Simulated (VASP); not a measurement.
A run of VASP 6.6.1:

INCAR

```
  ALGO = Normal
  EDIFF = 1E-6
  ENCUT = 520
  ISIF = 2
  ISMEAR = 1
  LASPH = T
  LCHARG = F
  LREAL = F
  LWAVE = F
  NBANDS = 18
  NELM = 80
  PREC = Accurate
  SIGMA = 0.15
```

The input KPOINTS:

```
k-points
0
Gamma
  8 8 8
```

File POSCAR:

```
YAu
1.0
    3.6401776644      0.0000000000      0.0000000000
    0.0000000000      3.6401776644      0.0000000000
    0.0000000000      0.0000000000      3.6401776644
Y Au
1 1
Direct
    0.5000000000      0.5000000000      0.5000000000
    0.0000000000      0.0000000000      0.0000000000
```

Potentials or basis: VASP PAW LDA potentials, release 64 (Y_sv, Au).

Command:

```console
$ cat potpaw_LDA.64/Y_sv/POTCAR potpaw_LDA.64/Au/POTCAR > POTCAR
$ mpirun -np 1 vasp_std > vasp.out
```

Hardware: 1 thread of Intel(R) Xeon(R) Platinum 8375C CPU @ 2.90GHz (Ice Lake) (shared host).

Task: Estimate the wall time of this run.

Result: Wall time 17 s on 1 thread of Intel(R) Xeon(R) Platinum 8375C CPU @ 2.90GHz (Ice Lake) (shared host), peak memory 0.17 GiB. Counts: scf iterations 13, k points 35.
